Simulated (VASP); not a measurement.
# Fe (Fm-3m) in VASP: a series of runs

Fe is run at these levels: PBE; tasks: single point.

Program: VASP 6.6.1. These are calculated values, not measurements. Logs are shortened: lines on timing, memory, paths and dates and some standing lists are left out, and cuts for length are marked.

## Step 1: The cell of the first run

Symmetry: Fm-3m, No. 225, cubic system. Conventional cell: a = 3.555 Å, b = 3.555 Å, c = 3.555 Å, α = 90.00°, β = 90.00°, γ = 90.00°. Fe (site symmetry m-3m) has 12 Fe at 2.51 Å within 3.3 Å.

## Step 2: Single point, PBE, collinear spin, ferromagnetic start

Input file INCAR:

```
SYSTEM = Fe
ALGO     = Normal         ! electronic algorithm
EDIFF    = 1E-6           ! SCF threshold, eV
ENCUT    = 520            ! plane-wave cutoff, eV
GGA      = PE             ! functional
ISIF     = 2              ! what is computed and relaxed
ISMEAR   = -1             ! smearing method
ISPIN    = 2              ! spin polarisation
LASPH    = .True.         ! aspherical terms in the spheres
LCHARG   = .False.        ! write CHGCAR
LMAXMIX  = 4              ! l up to which the mixer works
LORBIT   = 11             ! projections on sites
LREAL    = .False.        ! projectors in reciprocal space
LWAVE    = .False.        ! write WAVECAR
MAGMOM   = 2.91           ! initial moments
NBANDS   = 14             ! bands
NELM     = 150            ! most SCF steps
NUPDOWN  = 2.91           ! fixed moment
PREC     = Accurate       ! precision mode
SIGMA    = 0.1            ! smearing width, eV
```

Input file KPOINTS:

```
k-points
0
Gamma
  12 12 12
  0 0 0
```

Input file POSCAR:

```
Fe
1.0
    0.0000000000      1.7775000000      1.7775000000
    1.7775000000      0.0000000000      1.7775000000
    1.7775000000      1.7775000000      0.0000000000
Fe
1
Direct
    0.0000000000      0.0000000000      0.0000000000
```

Potentials or basis: VASP PAW PBE potentials, release 64 (Fe).

Command:

```
cat potpaw_PBE.64/Fe/POTCAR > POTCAR
mpirun -np 1 vasp_std > vasp.out
```

OUTCAR:

```text
SYSTEM = Fe
   EDIFF = 1E-6
   ENCUT = 520
   GGA = PE
   ISIF = 2
   ISMEAR = -1
   ISPIN = 2
   LASPH = .True.
   LORBIT = 11
   LREAL = .False.
   NELM = 150
   NUPDOWN = 2.91
   PREC = Accurate

 ion  position               nearest neighbor table
   1  0.000  0.000  0.000-

  LATTYP: Found a face centered cubic cell.
 ALAT       =     3.5550000000

  Lattice vectors:

 A1 = (   0.0000000000,   1.7775000000,   1.7775000000)
 A2 = (   1.7775000000,   0.0000000000,   1.7775000000)
 A3 = (   1.7775000000,   1.7775000000,   0.0000000000)

Analysis of symmetry for initial positions (statically):
=====================================================================
 Subroutine PRICEL returns:
 Original cell was already a primitive cell.

 Routine SETGRP: Setting up the symmetry group for a
 face centered cubic supercell.

 Subroutine GETGRP returns: Found 48 space group operations
 (whereof 48 operations were pure point group operations)
 out of a pool of 48 trial point group operations.

The static configuration has the point symmetry O_h .

Analysis of symmetry for dynamics (positions and initial velocities):
=====================================================================
 Subroutine PRICEL returns:
 Original cell was already a primitive cell.

 Routine SETGRP: Setting up the symmetry group for a
 face centered cubic supercell.

 Subroutine GETGRP returns: Found 48 space group operations
 (whereof 48 operations were pure point group operations)
 out of a pool of 48 trial point group operations.

The dynamic configuration has the point symmetry O_h .

Analysis of structural, dynamic, and magnetic symmetry:
=====================================================================
 Subroutine PRICEL returns:
 Original cell was already a primitive cell.

 Routine SETGRP: Setting up the symmetry group for a
 face centered cubic supercell.

 Subroutine GETGRP returns: Found 48 space group operations
 (whereof 48 operations were pure point group operations)
 out of a pool of 48 trial point group operations.

The overall configuration has the point symmetry O_h .

 Subroutine INISYM returns: Found 48 space group operations
 (whereof 48 operations are pure point group operations),
 and found     1 'primitive' translations

----------------------------------------------------------------------------------------

                                     Primitive cell

  volume of cell :      11.2320

  direct lattice vectors                    reciprocal lattice vectors
     0.000000000  1.777500000  1.777500000    -0.281293952  0.281293952  0.281293952
     1.777500000  0.000000000  1.777500000     0.281293952 -0.281293952  0.281293952
     1.777500000  1.777500000  0.000000000     0.281293952  0.281293952 -0.281293952

  length of vectors
     2.513764607  2.513764607  2.513764607     0.487215417  0.487215417  0.487215417

  position of ions in fractional coordinates (direct lattice)
     0.000000000  0.000000000  0.000000000

  ion indices of the primitive-cell ions
   primitive index   ion index
                 1           1

----------------------------------------------------------------------------------------

 KPOINTS: k-points

Automatic generation of k-mesh.
 Grid dimensions read from file:
 generate k-points for:   12   12   12

 Generating k-lattice:

  Cartesian coordinates                     Fractional coordinates (reciprocal lattice)
    -0.023441163  0.023441163  0.023441163     0.083333333  0.000000000  0.000000000
     0.023441163 -0.023441163  0.023441163     0.000000000  0.083333333  0.000000000
     0.023441163  0.023441163 -0.023441163     0.000000000  0.000000000  0.083333333

  Length of vectors
     0.040601285  0.040601285  0.040601285

  Shift w.r.t. Gamma in fractional coordinates (k-lattice)
     0.000000000  0.000000000  0.000000000

 Subroutine IBZKPT returns following result:
 ===========================================

 Found     72 irreducible k-points:

 Following reciprocal coordinates:
            Coordinates               Weight
  0.000000  0.000000  0.000000      1.000000
  0.083333  0.000000  0.000000      8.000000
  0.166667  0.000000  0.000000      8.000000
  0.250000  0.000000  0.000000      8.000000
  0.333333  0.000000  0.000000      8.000000
  0.416667  0.000000  0.000000      8.000000
[... 16 lines left out ...]
  0.500000  0.166667  0.000000     24.000000
 -0.416667  0.166667  0.000000     24.000000
 [... further k-points ...]
   k-points           NKPTS =     72   k-points in BZ     NKDIM =     72   number of bands    NBANDS=     14
   number of dos      NEDOS =    301   number of ions     NIONS =      1
   total plane-waves  NPLWV =   8000
   dimension x,y,z NGX =    20 NGY =   20 NGZ =   20
   dimension x,y,z NGXF=    40 NGYF=   40 NGZF=   40
   ions per type =               1
   NGX,Y,Z   is equivalent  to a cutoff of  13.23, 13.23, 13.23 a.u.
   NGXF,Y,Z  is equivalent  to a cutoff of  26.45, 26.45, 26.45 a.u.
 SYSTEM =  Fe
   PREC   = accura    normal or accurate (medium, high low for compatibility)
   ISTART =      0    job   : 0-new  1-cont  2-samecut
   ICHARG =      2    charge: 1-file 2-atom 10-const
   ISPIN  =      2    spin polarized calculation?
   LNONCOLLINEAR =      F non collinear calculations
   LSORBIT =      F    spin-orbit coupling
   LASPH  =      T    aspherical Exc in radial PAW
   ENCUT  =  520.0 eV  38.22 Ry    6.18 a.u.   4.67  4.67  4.67*2*pi/ulx,y,z
   NELM   =    150;   NELMIN=  2; NELMDL= -5     # of ELM steps
   EDIFF  = 0.1E-05   stopping-criterion for ELM
   LREAL  =      F    real-space projection
   EDIFFG = 0.1E-04   stopping-criterion for IOM
   NSW    =      0    number of steps for IOM
   IBRION =     -1    ionic relax: 0-MD 1-quasi-New 2-CG
   NFREE  =      0    steps in history (QN), initial steepest desc. (CG)
   ISIF   =      2    stress and relaxation
   ISYM   =      2    0-nonsym 1-usesym 2-fastsym
   POTIM  = 0.5000    time-step for ionic-motion
   TEBEG  =    0.0;   TEEND  =   0.0 temperature during run
   PSTRESS=    0.0 pullay stress
   NELECT =       8.0000    total number of electrons
   NUPDOWN=       2.9100    fix difference up-down
   EMIN   =  10.00;   EMAX   =-10.00  energy-range for DOS
   EFERMI =   0.00;   METHOD = LEGACY
   ISMEAR =    -1;   SIGMA  =   0.10  broadening in eV -4-tet -1-fermi 0-gaus
   EFERMI_NEDOS =   21; number of points for ismear=-14 and -15
   IALGO  =     38    algorithm
   IMIX   =      4    mixing-type and parameters
     AMIX     =   0.40;   BMIX     =  1.00
     AMIX_MAG =   1.60;   BMIX_MAG =  1.00
  volume/ion in A,a.u.               =      11.23        75.80
  Fermi-wavevector in a.u.,A,eV,Ry     =   1.462015  2.762808 29.082296  2.137488
  Thomas-Fermi vector in A             =   2.578279
   LORBIT       =     11    0 simple, 1 ext, 2 COOP (PROOUT), +10 PAW based schemes
   GGA     = PE    functional components
   LHFCALC =     F    Hartree Fock is set to
   AEXX    =    0.0000 exact exchange contribution
   IVDW    =     0    specifies the selected vdW correction
   LEPSILON=     F    determine dielectric tensor
   LRPA    =     F    only Hartree local field effects (RPA)
 spin polarized calculation
  energy-cutoff  :      520.00
  volume of cell :       11.23
 maximum number of plane-waves:       311
   NGX =  9   NGY =  9   NGZ =  9

 number of electron       7.9999994 magnetization       2.9099997

 Free energy of the ion-electron system (eV)
  ---------------------------------------------------
  ext. energy  EPLUGINS =         0.00000000
  ---------------------------------------------------
  free energy    TOTEN  =        -7.93737285 eV

  energy without entropy =       -7.90383983  energy(sigma->0) =       -7.92060634

 E-fermi :   5.9788     XC(G=0): -13.1612

 val. band max:        7.3182176121   @ k =   0.5000   0.1667   0.0833
 cond. band min:       5.9984233270   @ k =   0.4167   0.2500   0.0000
 fundamental gap:     -1.3197942850
 Fermi energy:         7.3787672483

 spin component 1

 k-point     1 :       0.0000    0.0000    0.0000
  band No.  band energies     occupation
      1      -2.7049      1.00000
      2       3.4848      1.00000
      3       3.4848      1.00000
      4       3.4848      1.00000
      5       4.5949      1.00000
      6       4.5949      1.00000
      7      28.3803      0.00000
      8      32.9167      0.00000
      9      32.9167      0.00000
     10      32.9167      0.00000
     11      35.9509      0.00000
     12      35.9509      0.00000
     13      35.9509      0.00000
     14      38.3816      0.00000
[... 375 lines left out ...]
 k-point    24 :      -0.4167    0.1667    0.0000
  band No.  band energies     occupation
      1       1.4569      1.00000
      2       2.8014      1.00000
      3       3.7456      1.00000
      4       3.7865      1.00000
      5       5.4597      1.00000
      6       8.5736      0.00001
      7      13.0071      0.00000
      8      22.7655      0.00000
      9      27.5448      0.00000
     10      28.3324      0.00000
     11      37.1603      0.00000
     12      37.4295      0.00000
     13      44.7930      0.00000
     14      47.3073      0.00000

 [... further k-points ...]

 spin component 2

 k-point     1 :       0.0000    0.0000    0.0000
  band No.  band energies     occupation
      1      -2.2138      1.00000
      2       6.0958      0.23685
      3       6.0959      0.23672
      4       6.0959      0.23671
      5       7.8340      0.00000
      6       7.8341      0.00000
      7      28.2535      0.00000
      8      33.5316      0.00000
      9      33.5316      0.00000
     10      33.5316      0.00000
     11      36.9835      0.00000
     12      36.9835      0.00000
     13      36.9835      0.00000
     14      37.9721      0.00000
[... 375 lines left out ...]
 k-point    24 :      -0.4167    0.1667    0.0000
  band No.  band energies     occupation
      1       3.1895      1.00000
      2       5.0325      0.99992
      3       5.8038      0.85191
      4       6.6240      0.00157
      5       8.5112      0.00000
      6      10.5360      0.00000
      7      14.7764      0.00000
      8      23.6413      0.00000
      9      28.5640      0.00000
     10      28.8714      0.00000
     11      37.9941      0.00000
     12      38.0331      0.00000
     13      45.6466      0.00000
     14      48.2196      0.00000

 [... further k-points ...]
[... 5 lines left out ...]
  --------------------------------------------------------------------------------------
  -------------------------------------------------------------------------------------
  Total        1.7815502      1.7815502      1.7815502      0.0000000     -0.0000000      0.0000000
  in kB      254.1264202    254.1264202    254.1264202      0.0000000     -0.0000000      0.0000000
  external PRESSURE =     254.1264202 kB  Pullay stress =       0.0000000 kB

 VOLUME and BASIS-vectors are now :
 -----------------------------------------------------------------------------
  energy-cutoff  :      520.00
  volume of cell :       11.23
      direct lattice vectors                 reciprocal lattice vectors
     0.000000000  1.777500000  1.777500000    -0.281293952  0.281293952  0.281293952
     1.777500000  0.000000000  1.777500000     0.281293952 -0.281293952  0.281293952
     1.777500000  1.777500000  0.000000000     0.281293952  0.281293952 -0.281293952

 POSITION                                       TOTAL-FORCE (eV/Angst)
 -----------------------------------------------------------------------------------
      0.00000      0.00000      0.00000        -0.000000      0.000000     -0.000000
 -----------------------------------------------------------------------------------
    total drift:                                0.000000      0.000000      0.000000

  FREE ENERGIE OF THE ION-ELECTRON SYSTEM (eV)
  ---------------------------------------------------
  free  energy   TOTEN  =        -7.9373728475 eV

  energy  without entropy=       -7.9038398305  energy(sigma->0) =       -7.92060634

 total charge

# of ion       s       p       d       tot
------------------------------------------
    1        0.515   0.581   6.194   7.290

 magnetization (x)

# of ion       s       p       d       tot
------------------------------------------
    1       -0.002   0.000   2.867   2.866
```

Wall time 14 s (1 thread of Intel Xeon Platinum 8488C (Sapphire Rapids), shared host); peak memory 0.14 GiB.

What came out:

```yaml
Free_energy: -7.9374 eV
Pressure: 25.4 GPa
Net_moment: 2.91 μB per cell
Site_moments: Fe +2.87 μB
Valence_electrons_inside_the_program's_atomic_spheres: Fe 7.29
```

Caveat: the total moment is fixed, so each spin has its own Fermi level.

## Step 3: Single point, PBE, collinear spin, ferromagnetic start

Input file INCAR:

```
SYSTEM = Fe
  PREC = Accurate
  ENCUT = 520
  EDIFF = 1E-6
  ISMEAR = -1
  SIGMA = 0.1
  LREAL = .FALSE.
  LASPH = .TRUE.
  NELM = 150
  ALGO = Normal
  ISIF = 2
  LWAVE = .FALSE.
  LCHARG = .TRUE.
  ISPIN = 2
  MAGMOM = 0.36
  LORBIT = 11
  NUPDOWN = 0.36
  LMAXMIX = 4
  GGA = PE
  LELF = .TRUE.
  LVHAR = .TRUE.
  NBANDS = 14
```

Input file KPOINTS:

```
Automatic mesh
0
G
  12 12 12
  0 0 0
```

POSCAR is that of step 2.

Potentials or basis: VASP PAW PBE potentials, release 64 (Fe).

Command:

```
cat potpaw_PBE.64/Fe/POTCAR > POTCAR
mpirun -np 1 vasp_std > vasp.out
```

Wall time 15 s (1 thread of Intel Xeon Platinum 8488C (Sapphire Rapids), shared host); peak memory 0.14 GiB.

The run converged. Its results:

```
Free energy                                           : -8.0466 eV
Pressure                                              : -19.7 GPa
Net moment                                            : 0.36 μB per cell
Site moments                                          : Fe +0.36 μB
Valence electrons inside the program's atomic spheres : Fe 7.28
```

Caveat: the total moment is fixed, so each spin has its own Fermi level.

## Step 4: Single point, PBE, collinear spin, ferromagnetic start

Input file INCAR:

```
ALGO = Normal ; EDIFF = 1E-7
ENCUT = 520 ; GGA = PE
ISIF = 2 ; ISMEAR = -1
ISPIN = 2 ; LASPH = T
LCHARG = T ; LELF = T
LMAXMIX = 4 ; LORBIT = 11
LREAL = F ; LVHAR = T
LWAVE = F ; MAGMOM = 1.09
NBANDS = 14 ; NELM = 150
NUPDOWN = 1.09 ; PREC = Accurate
SIGMA = 0.1
```

Input file KPOINTS:

```
k-points
0
Gamma
  12 12 12
```

POSCAR is that of step 3.

Command:

```
cat potpaw_PBE.64/Fe/POTCAR > POTCAR
mpirun -np 1 vasp_std > vasp.out
```

Run time: 16 s. Hardware: 1 thread of Intel Xeon Platinum 8488C (Sapphire Rapids), shared host; peak memory 0.13 GiB.

The run converged. Its results:

| Quantity | Value |
| --- | --- |
| Free energy | -8.0899 eV |
| Pressure | -13.2 GPa |
| Net moment | 1.09 μB per cell |
| Site moments | Fe +1.08 μB |
| Valence electrons inside the program's atomic spheres | Fe 7.29 |

Caveat: the total moment is fixed, so each spin has its own Fermi level.

## Step 5: Overview

```tsv
fixed moment (μB)	pressure (GPa)	moment (μB)
2.91	25.4	2.91
0.36	-19.7	0.36
1.09	-13.2	1.09
```

Alike in all rows: task single point; level PBE; potentials or basis VASP PAW PBE potentials, release 64 (Fe); spin collinear, ferromagnetic start; cell as given; k mesh 12 × 12 × 12; cutoff (eV) 520; smearing fermi-dirac 0.1 eV.

Caveats: the total moment is fixed, so each spin has its own Fermi level.

Total energies depend on the potentials used, so only differences within one code and one set of settings carry meaning.
